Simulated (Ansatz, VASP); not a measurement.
Two plane-wave programs on C

Contents of INCAR:

```
PREC = Accurate
ENCUT = 600
EDIFF = 1E-6
ISMEAR = 0
SIGMA = 0.02
LREAL = F
LASPH = T
NELM = 120
ALGO = Normal
ISIF = 2
LWAVE = F
LCHARG = F
GGA = PE
NBANDS = 11
GGA_COMPAT = F
```

Contents of KPOINTS:

```
Automatic mesh
0
Gamma
  12 12 12
```

Contents of POSCAR:

```
C
1.0
    0.0000000000      1.7858181871      1.7858181871
    1.7858181871      0.0000000000      1.7858181871
    1.7858181871      1.7858181871      0.0000000000
C
2
Direct
    0.2500000000      0.2500000000      0.2500000000
    0.0000000000      0.0000000000      0.0000000000
```

Input for Ansatz:

```yaml
crystal:
  lattice:
    - [0.0, 1.7858181871, 1.7858181871]
    - [1.7858181871, 0.0, 1.7858181871]
    - [1.7858181871, 1.7858181871, 0.0]
  atoms:
    - { symbol: C, position: [0.25, 0.25, 0.25] }
    - { symbol: C, position: [0.0, 0.0, 0.0] }
basis:
  ecutwfc: 420
kpoints:
  mp_grid: { grid: [12, 12, 12] }
  band_path: { path: [VBM, CBM], npoints: 2 }
hamiltonian:
  xc: pbe
scf:
  occupations: { method: gaussian, width: 0.02 }
output:
  forces: true
  stress: true
  eigenvalues: true
checkpoint:
  read: start.run
  write: ck
  compress: false
  write_wavefunctions: false
  write_every: 100000
```

Alike in both runs: task single point; functional PBE; k mesh 12 × 12 × 12; occupations gaussian, width 0.02 eV; no spin polarisation.

|  | VASP | Ansatz |
| --- | --- | --- |
| version | VASP 6.6.1 | Ansatz 0.2.0 |
| potentials or method | VASP PAW PBE potentials, release 64 (C), cutoff 600 eV | scalar-relativistic, plane waves, PAW |
| valence electrons in the cell | 8 | 8 |

Ansatz gave:

- gap on the k mesh at the Fermi level (eV): 4.15
- least direct gap on the mesh (eV): 5.58
- pressure (GPa): 0.0

**Question.** What did VASP give for the same quantities?

**Answer.** gap on the k mesh at the Fermi level (eV): 4.14; least direct gap on the mesh (eV): 5.58; pressure (GPa): 0.0.

The functional is the same, so the differences come from potentials, cutoffs and numerics.
